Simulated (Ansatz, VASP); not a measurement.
# AlN in VASP and in Ansatz

File POSCAR:

```
AlN
1.0
    0.0000000000      2.0491514780      1.9964597140
    2.0491514780      0.0000000000      1.9964597140
    2.0491514780      2.0491514780      0.0000000000
Al N
1 1
Direct
    0.0000000000      0.0000000000      0.0000000000
    0.5000000000      0.5000000000      0.5000000000
```

INCAR.step1

```
SYSTEM = AlN
ALGO = Normal
EDIFF = 1E-4
ENCUT = 520
GGA = PE
ISMEAR = 0
LASPH = .TRUE.
LCHARG = .FALSE.
LREAL = .FALSE.
LWAVE = .TRUE.
NBANDS = 11
NELM = 80
PREC = Accurate
SIGMA = 0.01
```

INCAR.step2

```
SYSTEM = AlN
ALGO = Normal
EDIFF = 1E-6
ENCUT = 520
ISIF = 2
ISMEAR = 0
ISTART = 1
LASPH = .TRUE.
LCHARG = .TRUE.
LELF = .TRUE.
LMIXTAU = .TRUE.
LREAL = .FALSE.
LVHAR = .TRUE.
LWAVE = .FALSE.
METAGGA = R2SCAN
NBANDS = 11
NELM = 80
PREC = Accurate
SIGMA = 0.01
```

File KPOINTS:

```
k-points
0
G
  10 10 10
  0 0 0
```

Input for Ansatz:

```yaml
crystal:
  lattice:
    - [0.0, 2.049151478, 1.996459714]
    - [2.049151478, 0.0, 1.996459714]
    - [2.049151478, 2.049151478, 0.0]
  atoms:
    - { symbol: Al, position: [0.0, 0.0, 0.0] }
    - { symbol: "N", position: [0.5, 0.5, 0.5] }
kpoints:
  mp_grid: { grid: [10, 10, 10] }
  band_path:
    path:
      - [0.0, 0.0, 0.0]
      - [0.5, 0.0, 0.5]
      - [0.625, 0.25, 0.625]
      - [0.375, 0.375, 0.75]
      - [0.5, 0.5, 0.5]
      - [0.5, 0.25, 0.75]
    npoints: 1
hamiltonian:
  xc: r2scan
scf:
  occupations: { method: fixed }
  n_extra_bands: 4
output:
  forces: true
  stress: true
  eigenvalues: true
```

Change from the starting cell: epitaxial_xy strain +1.5%.

Alike in both runs: task single point; functional r2SCAN; k mesh 10 × 10 × 10; no spin polarisation.

|  | VASP | Ansatz |
| --- | --- | --- |
| version | VASP 6.6.1 | Ansatz 0.2.0 |
| potentials or method | VASP PAW PBE potentials, release 64 (Al, N) | plane waves, PAW |
| plane-wave cutoff (eV) | 520 | 500 |
| occupations | gaussian, width 0.01 eV | fixed |
| valence electrons in the cell | 8 | 8 |

Ansatz gave:

| Quantity | Value |
| --- | --- |
| gap on the k mesh at the Fermi level (eV) | 5.12 |
| pressure (GPa) | -4.6 |
| traceless stress, the component that is largest in VASP (GPa) | 4.62 |

Q: What did VASP give for the same quantities?

A: gap on the k mesh at the Fermi level (eV): 5.13; pressure (GPa): -5.4; traceless stress, the component that is largest in VASP (GPa): 4.71.

VASP's potentials were made for PBE, not for r2SCAN.
